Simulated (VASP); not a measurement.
# Ta2H (C222) in VASP: a series of runs

Ta2H is run at these levels: PBEsol; tasks: single point, relaxation of volume and atoms at fixed shape.

Program: VASP 6.6.1. These are calculated values, not measurements. Logs are shortened: lines on timing, memory, paths and dates and some standing lists are left out, and cuts for length are marked.

**1. The cell of the first run**

The structure is orthorhombic, space group C222 (No. 21). Conventional cell: a = 3.419 Å, b = 4.712 Å, c = 4.728 Å, α = 90.00°, β = 90.00°, γ = 90.00°. Within 2.5 Å of Ta (site symmetry 2) lie 2 H at 1.92 Å. Within 2.5 Å of H (site symmetry 222) lie 4 Ta at 1.92 Å.

**2. Single point, PBEsol**

INCAR

```
SYSTEM = Ta2H
PREC = Accurate
ENCUT = 520
EDIFF = 1E-7
ISMEAR = -1
SIGMA = 0.02
LREAL = .FALSE.
LASPH = .TRUE.
NELM = 100
ALGO = Normal
ISIF = 2
LWAVE = .FALSE.
LCHARG = .FALSE.
GGA = PS
NBANDS = 18
```

KPOINTS

```
regular mesh
0
G
  9 9 5
  0 0 0
```

POSCAR

```
Ta2H
1.0
    1.7093333241     -2.3560841437      0.0000000000
    1.7093333241      2.3560841437      0.0000000000
    0.0000000000      0.0000000000      4.7276978817
Ta H
2 1
Direct
    0.0000000000      0.5000000000      0.2641612334
    0.5000000000      0.0000000000      0.7358387666
    0.0000000000      0.0000000000      0.0000000000
```

Potentials or basis: VASP PAW PBE potentials, release 64 (Ta_pv, H).

Launch:

```sh
$ cat potpaw_PBE.64/Ta_pv/POTCAR potpaw_PBE.64/H/POTCAR > POTCAR
$ mpirun -np 1 vasp_std > vasp.out
```

OUTCAR:

```text
SYSTEM = Ta2H
   PREC = Accurate
   ENCUT = 520
   EDIFF = 1E-7
   ISMEAR = -1
   LREAL = .FALSE.
   LASPH = .TRUE.
   NELM = 100
   ISIF = 2
   GGA = PS

 ion  position               nearest neighbor table
   1  0.000  0.500  0.264-   3 1.92   3 1.92   2 2.81   2 2.81   2 3.03   2 3.03   2 3.24   2 3.24
                             2 3.43   2 3.43
   2  0.500  0.000  0.736-   3 1.92   3 1.92   1 2.81   1 2.81   1 3.03   1 3.03   1 3.24   1 3.24
                             1 3.43   1 3.43
   3  0.000  0.000  0.000-   1 1.92   2 1.92   1 1.92   2 1.92

  LATTYP: Found a base centered orthorhombic cell.
 ALAT       =     3.4186666482
 B/A-ratio  =     1.3783643661
 C/A-ratio  =     1.3829069541

  Lattice vectors:

 A1 = (   1.7093333241,  -2.3560841437,   0.0000000000)
 A2 = (   1.7093333241,   2.3560841437,   0.0000000000)
 A3 = (   0.0000000000,   0.0000000000,   4.7276978817)

Analysis of symmetry for initial positions (statically):
=====================================================================
 Subroutine PRICEL returns:
 Original cell was already a primitive cell.

 Routine SETGRP: Setting up the symmetry group for a
 base centered orthorhombic supercell.

 Subroutine GETGRP returns: Found  4 space group operations
 (whereof  4 operations were pure point group operations)
 out of a pool of  8 trial point group operations.

The static configuration has the point symmetry D_2 .

Analysis of symmetry for dynamics (positions and initial velocities):
=====================================================================
 Subroutine PRICEL returns:
 Original cell was already a primitive cell.

 Routine SETGRP: Setting up the symmetry group for a
 base centered orthorhombic supercell.

 Subroutine GETGRP returns: Found  4 space group operations
 (whereof  4 operations were pure point group operations)
 out of a pool of  8 trial point group operations.

The dynamic configuration has the point symmetry D_2 .

 Subroutine INISYM returns: Found  4 space group operations
 (whereof  4 operations are pure point group operations),
 and found     1 'primitive' translations

----------------------------------------------------------------------------------------

                                     Primitive cell

  volume of cell :      38.0800

  direct lattice vectors                    reciprocal lattice vectors
     1.709333324 -2.356084144  0.000000000     0.292511702 -0.212216529  0.000000000
     1.709333324  2.356084144  0.000000000     0.292511702  0.212216529  0.000000000
     0.000000000  0.000000000  4.727697882     0.000000000  0.000000000  0.211519438

  length of vectors
     2.910833713  2.910833713  4.727697882     0.361384769  0.361384769  0.211519438

  position of ions in fractional coordinates (direct lattice)
     0.000000000  0.500000000  0.264161233
     0.500000000  0.000000000  0.735838767
     0.000000000  0.000000000  0.000000000

  ion indices of the primitive-cell ions
   primitive index   ion index
                 1           1
                 2           2
                 3           3

----------------------------------------------------------------------------------------

 KPOINTS: regular mesh

Automatic generation of k-mesh.
 Grid dimensions read from file:
 generate k-points for:    9    9    5

 Generating k-lattice:

  Cartesian coordinates                     Fractional coordinates (reciprocal lattice)
     0.032501300 -0.023579614  0.000000000     0.111111111  0.000000000  0.000000000
     0.032501300  0.023579614  0.000000000     0.000000000  0.111111111  0.000000000
     0.000000000  0.000000000  0.042303888     0.000000000  0.000000000  0.200000000

  Length of vectors
     0.040153863  0.040153863  0.042303888

  Shift w.r.t. Gamma in fractional coordinates (k-lattice)
     0.000000000  0.000000000  0.000000000

 Subroutine IBZKPT returns following result:
 ===========================================

 Found     75 irreducible k-points:

 Following reciprocal coordinates:
            Coordinates               Weight
  0.000000  0.000000  0.000000      1.000000
  0.111111  0.000000  0.000000      4.000000
  0.222222  0.000000  0.000000      4.000000
  0.333333  0.000000  0.000000      4.000000
  0.444444  0.000000  0.000000      4.000000
  0.111111  0.111111  0.000000      2.000000
[... 16 lines left out ...]
 -0.333333  0.333333  0.000000      2.000000
  0.444444  0.444444  0.000000      2.000000
 [... further k-points ...]
   k-points           NKPTS =     75   k-points in BZ     NKDIM =     75   number of bands    NBANDS=     18
   number of dos      NEDOS =    301   number of ions     NIONS =      3
   total plane-waves  NPLWV =  20736
   dimension x,y,z NGX =    24 NGY =   24 NGZ =   36
   dimension x,y,z NGXF=    48 NGYF=   48 NGZF=   72
   ions per type =               2   1
   NGX,Y,Z   is equivalent  to a cutoff of  13.71, 13.71, 12.66 a.u.
   NGXF,Y,Z  is equivalent  to a cutoff of  27.41, 27.41, 25.32 a.u.
 SYSTEM =  Ta2H
   PREC   = accura    normal or accurate (medium, high low for compatibility)
   ISTART =      0    job   : 0-new  1-cont  2-samecut
   ICHARG =      2    charge: 1-file 2-atom 10-const
   ISPIN  =      1    spin polarized calculation?
   LNONCOLLINEAR =      F non collinear calculations
   LSORBIT =      F    spin-orbit coupling
   LASPH  =      T    aspherical Exc in radial PAW
   ENCUT  =  520.0 eV  38.22 Ry    6.18 a.u.   5.41  5.41  8.79*2*pi/ulx,y,z
   NELM   =    100;   NELMIN=  2; NELMDL= -5     # of ELM steps
   EDIFF  = 0.1E-06   stopping-criterion for ELM
   LREAL  =      F    real-space projection
   EDIFFG = 0.1E-05   stopping-criterion for IOM
   NSW    =      0    number of steps for IOM
   IBRION =     -1    ionic relax: 0-MD 1-quasi-New 2-CG
   NFREE  =      0    steps in history (QN), initial steepest desc. (CG)
   ISIF   =      2    stress and relaxation
   ISYM   =      2    0-nonsym 1-usesym 2-fastsym
   POTIM  = 0.5000    time-step for ionic-motion
   TEBEG  =    0.0;   TEEND  =   0.0 temperature during run
   PSTRESS=    0.0 pullay stress
   NELECT =      23.0000    total number of electrons
   NUPDOWN=      -1.0000    fix difference up-down
   EMIN   =  10.00;   EMAX   =-10.00  energy-range for DOS
   EFERMI =   0.00;   METHOD = LEGACY
   ISMEAR =    -1;   SIGMA  =   0.02  broadening in eV -4-tet -1-fermi 0-gaus
   EFERMI_NEDOS =   21; number of points for ismear=-14 and -15
   IALGO  =     38    algorithm
   IMIX   =      4    mixing-type and parameters
     AMIX     =   0.40;   BMIX     =  1.00
     AMIX_MAG =   1.60;   BMIX_MAG =  1.00
  volume/ion in A,a.u.               =      12.69        85.66
  Fermi-wavevector in a.u.,A,eV,Ry     =   1.383837  2.615073 26.055233  1.915006
  Thomas-Fermi vector in A             =   2.508398
   LORBIT       =      0    0 simple, 1 ext, 2 COOP (PROOUT), +10 PAW based schemes
   GGA     = PS    functional components
   LHFCALC =     F    Hartree Fock is set to
   AEXX    =    0.0000 exact exchange contribution
   IVDW    =     0    specifies the selected vdW correction
   LEPSILON=     F    determine dielectric tensor
   LRPA    =     F    only Hartree local field effects (RPA)
 non-spin polarized calculation
  energy-cutoff  :      520.00
  volume of cell :       38.08
 maximum number of plane-waves:      1059
 NGX is ok and might be reduce to    24
   NGX = 11   NGY = 11   NGZ = 17

 number of electron      23.0000001 magnetization

 Free energy of the ion-electron system (eV)
  ---------------------------------------------------
  ext. energy  EPLUGINS =         0.00000000
  ---------------------------------------------------
  free energy    TOTEN  =       -28.94859891 eV

  energy without entropy =      -28.94646276  energy(sigma->0) =      -28.94753084

 E-fermi :   5.4249     XC(G=0): -12.6985

 val. band max:        5.4154859186   @ k =   0.1111   0.0000   0.4000
 cond. band min:       5.4438505802   @ k =   0.0000   0.0000   0.2000
 fundamental gap:      0.0283646616
 Fermi energy:         5.4249102136

 k-point     1 :       0.0000    0.0000    0.0000
  band No.  band energies     occupation
      1     -28.9983      2.00000
      2     -28.2770      2.00000
      3     -27.9641      2.00000
      4     -27.9459      2.00000
      5     -27.9298      2.00000
      6     -27.8965      2.00000
[... 10 lines left out ...]
     17       9.7376      0.00000
     18      12.5337      0.00000

 k-point     2 :       0.1111    0.0000    0.0000
  band No.  band energies     occupation
      1     -28.9590      2.00000
      2     -28.3184      2.00000
      3     -28.0264      2.00000
      4     -27.9956      2.00000
      5     -27.9610      2.00000
      6     -27.9180      2.00000
[... 10 lines left out ...]
     17      10.0102      0.00000
     18      12.6963      0.00000

 k-point     3 :       0.2222    0.0000    0.0000
  band No.  band energies     occupation
      1     -28.8501      2.00000
      2     -28.4669      2.00000
      3     -28.2563      2.00000
      4     -28.0642      2.00000
      5     -28.0132      2.00000
      6     -27.9384      2.00000
[... 10 lines left out ...]
     17       9.9739      0.00000
     18      13.2448      0.00000

 k-point     4 :       0.3333    0.0000    0.0000
  band No.  band energies     occupation
      1     -28.7111      2.00000
      2     -28.6681      2.00000
      3     -28.4987      2.00000
      4     -28.1491      2.00000
      5     -28.0472      2.00000
      6     -27.9628      2.00000
[... 375 lines left out ...]
      4     -28.4924      2.00000
      5     -28.2171      2.00000
      6     -27.9906      2.00000
[... 10 lines left out ...]
     17      11.5490      0.00000
     18      13.3958      0.00000

 k-point    23 :      -0.3333    0.3333    0.0000
  band No.  band energies     occupation
      1     -28.7472      2.00000
      2     -28.7401      2.00000
      3     -28.5707      2.00000
      4     -28.4667      2.00000
      5     -28.1655      2.00000
      6     -27.9589      2.00000
[... 10 lines left out ...]
     17      11.8160      0.00000
     18      13.0524      0.00000

 k-point    24 :       0.4444    0.4444    0.0000
  band No.  band energies     occupation
      1     -28.9566      2.00000
      2     -28.6734      2.00000
      3     -28.6345      2.00000
      4     -28.6032      2.00000
      5     -28.2634      2.00000
      6     -27.9949      2.00000
[... 10 lines left out ...]
     17      11.2980      0.00000
     18      12.9211      0.00000

 [... further k-points ...]
[... 5 lines left out ...]
  --------------------------------------------------------------------------------------
  -------------------------------------------------------------------------------------
  Total       -0.4184304      0.3070023      0.2539888      0.0000000      0.0000000      0.0000000
  in kB      -17.6050214     12.9168003     10.6863129      0.0000000      0.0000000      0.0000000
  external PRESSURE =       1.9993639 kB  Pullay stress =       0.0000000 kB

 VOLUME and BASIS-vectors are now :
 -----------------------------------------------------------------------------
  energy-cutoff  :      520.00
  volume of cell :       38.08
      direct lattice vectors                 reciprocal lattice vectors
     1.709333324 -2.356084144  0.000000000     0.292511702 -0.212216529  0.000000000
     1.709333324  2.356084144  0.000000000     0.292511702  0.212216529  0.000000000
     0.000000000  0.000000000  4.727697882     0.000000000  0.000000000  0.211519438

 POSITION                                       TOTAL-FORCE (eV/Angst)
 -----------------------------------------------------------------------------------
      0.85467      1.17804      1.24887        -0.000000      0.000000      0.017000
      0.85467     -1.17804      3.47882         0.000000      0.000000     -0.017000
      0.00000      0.00000      0.00000        -0.000000      0.000000     -0.000000
 -----------------------------------------------------------------------------------
    total drift:                                0.000000     -0.000000     -0.000000

  FREE ENERGIE OF THE ION-ELECTRON SYSTEM (eV)
  ---------------------------------------------------
  free  energy   TOTEN  =       -28.9485989063 eV

  energy  without entropy=      -28.9464627642  energy(sigma->0) =      -28.94753084
```

It took 17 s on 1 thread of AMD EPYC 9R45 (Zen 5), shared host; peak memory 0.15 GiB.

What came out:

```yaml
Free_energy: -28.9486 eV
Pressure: 0.2 GPa
Largest_force: 0.017 eV/Å
Band_gap_on_the_k_mesh: zero (an odd number of electrons rules out a gap without spin polarisation)
```

Forces in eV/Å, atoms in the order of the input:
```
Ta   0.000  0.000  0.017
Ta   0.000  0.000 -0.017
H    0.000  0.000  0.000
```

Stress tensor (GPa, compression positive):
```
-1.76  0.00  0.00
 0.00  1.29  0.00
 0.00  0.00  1.07
```

Caveat: the PAW data sets were made with another functional, which shifts forces and pressure a little; spin-orbit coupling is left out, which moves the levels of the heavy elements.

**3. Relaxation of volume and atoms at fixed shape, PBEsol**

This run uses another cell than the first one, of 12.94 Å³/atom.

INCAR

```
  PREC = Accurate
  ENCUT = 600
  EDIFF = 1E-7
  ISMEAR = -1
  SIGMA = 0.02
  LREAL = False
  LASPH = True
  NELM = 60
  ALGO = Normal
  ISIF = 8
  LWAVE = False
  LCHARG = False
  GGA = PS
  IBRION = 2
  NSW = 80
  EDIFFG = -0.01
```

KPOINTS

```
Automatic mesh
0
Gamma
  9 9 5
```

POSCAR

```
Ta2H
1.0
    1.7204950000     -2.3714690000      0.0000000000
    1.7204950000      2.3714690000      0.0000000000
    0.0000000000      0.0000000000      4.7585690000
Ta H
2 1
Direct
    0.0000000000      0.5000000000      0.2645700000
    0.5000000000      0.0000000000      0.7354300000
    0.0000000000      0.0000000000      0.0000000000
```

Potentials or basis: VASP PAW PBE potentials, release 64 (Ta_pv, H).

Launch:

```sh
$ cat potpaw_PBE.64/Ta_pv/POTCAR potpaw_PBE.64/H/POTCAR > POTCAR
$ mpirun -np 1 vasp_std > vasp.out
```

Run time: 58 s. Hardware: 1 thread of AMD EPYC 9R45 (Zen 5), shared host; peak memory 0.18 GiB.

Results (log left out):

| Property | Result |
| --- | --- |
| Free energy | -28.9500 eV |
| Relaxed volume | 12.71 Å³/atom |
| Relaxed cell | a = 2.912 Å, b = 2.912 Å, c = 4.730 Å, α = 90.00°, β = 90.00°, γ = 108.08° |
| Space group after relaxing (to 0.1 Å) | C222 (No. 21) |
| Energy gained by relaxing | 2.9 meV/atom |
| Ionic steps | 5 |
| Pressure after relaxing | -0.1 GPa |
| Largest force after relaxing | 0.003 eV/Å |
| Band gap on the k mesh | zero (an odd number of electrons rules out a gap without spin polarisation) |

Forces in eV/Å, atoms in the order of the input:
```
Ta   0.000  0.000 -0.003
Ta   0.000  0.000  0.003
H    0.000  0.000  0.000
```

Stress tensor (GPa, compression positive):
```
-1.97  0.00  0.00
 0.00  0.99  0.00
 0.00  0.00  0.76
```

Step by step:
```
step  energy change (eV)  largest force (eV/Å)  pressure (GPa)  volume (Å³)
   1              0.0000                0.0011           -3.93        38.83
   2              0.0125                0.0475            6.62        37.07
   3             -0.0088                0.0181           -0.03        38.13
   4             -0.0088                0.0185            0.05        38.12
   5             -0.0088                0.0033           -0.07        38.14
```

Final structure:
```xyz
3
Lattice="1.7102 -2.3573 0.0000 1.7102 2.3573 0.0000 0.0000 0.0000 4.7301" Properties=species:S:1:pos:R:3 pbc="T T T"
Ta    2.5653   -1.1786    1.2507
Ta    0.8551   -1.1786    3.4794
H     0.0000    0.0000    0.0000
```

Levels at points of the mesh, in eV from the Fermi level:
```csv
k point,band 9,band 10,band 11,band 12,band 13,band 14
"(0.00, 0.00, 0.00)",-3.13,-0.58,0.20,0.25,0.86,3.02
```

Caveat: the PAW data sets were made with another functional, which shifts forces and pressure a little; spin-orbit coupling is left out, which moves the levels of the heavy elements.
